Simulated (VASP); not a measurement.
**AgB2: relaxation of cell and atoms with PBEsol**

The system is AgB2.

```
CELL_PARAMETERS angstrom
0.00000 2.57000 2.57000
2.57000 0.00000 2.57000
2.57000 2.57000 0.00000
ATOMIC_POSITIONS crystal
Ag 0.00000 0.00000 0.00000
B 0.25000 0.25000 0.25000
B 0.75000 0.75000 0.75000
```

- Program: VASP 6.6.1
- Task: relaxation of cell and atoms
- Functional: PBEsol
- Potentials or basis: VASP PAW PBE potentials, release 64 (Ag, B)
- Cutoff: 500 eV
- k mesh: 7 × 7 × 7
- Occupations: methfessel-paxton, width 0.05 eV
- Spin: no spin polarisation
- Dipole correction: no
- Further INCAR settings: ALGO = Normal; EDIFF = 1e-07; IBRION = 2; EDIFFG = -0.02; NSW = 80; ISIF = 3

```yaml
Relaxed_volume: 11.08 Å³/atom
Relaxed_cell: a = 3.609 Å, b = 3.609 Å, c = 3.609 Å, α = 60.00°, β = 60.00°, γ = 60.00°
Space_group_after_relaxing_to_0.1_Å: Fm-3m (No. 225)
Energy_gained_by_relaxing: 2.8 meV/atom
Ionic_steps: 3
Pressure_after_relaxing: 0.0 GPa
Band_gap_on_the_k_mesh: zero (an odd number of electrons rules out a gap without spin polarisation)
```

The path:
| step | energy change (eV) | largest force (eV/Å) | pressure (GPa) | volume (Å³) |
| --- | --- | --- | --- | --- |
| 1 | 0.0000 | 0.0000 | -3.63 | 33.95 |
| 2 | -0.0035 | 0.0000 | 2.97 | 32.70 |
| 3 | -0.0083 | 0.0000 | -0.01 | 33.23 |

Final structure:
```cif
data_structure
_symmetry_space_group_name_H-M 'P 1'
_symmetry_Int_Tables_number 1
_cell_length_a 3.6088
_cell_length_b 3.6088
_cell_length_c 3.6088
_cell_angle_alpha 60.000
_cell_angle_beta 60.000
_cell_angle_gamma 60.000
_cell_volume 33.23
loop_
_atom_site_label
_atom_site_type_symbol
_atom_site_fract_x
_atom_site_fract_y
_atom_site_fract_z
_atom_site_occupancy
Ag1 Ag 0.00000 0.00000 0.00000 1
B1 B 0.25000 0.25000 0.25000 1
B2 B 0.75000 0.75000 0.75000 1
```

Levels at points of the mesh, in eV from the Fermi level:
```tsv
k point	band 7	band 8	band 9	band 10	band 11	band 12
(0.00, 0.00, 0.00)	0.46	3.45	3.45	3.45	4.23	4.23
```

Run time: 25 s on 1 thread of Intel(R) Xeon(R) Platinum 8259CL CPU @ 2.50GHz (Skylake/Cascade Lake), with other jobs on the host, peak memory 0.16 GiB.

Caveat: the PAW data sets were made with another functional, which shifts forces and pressure a little.
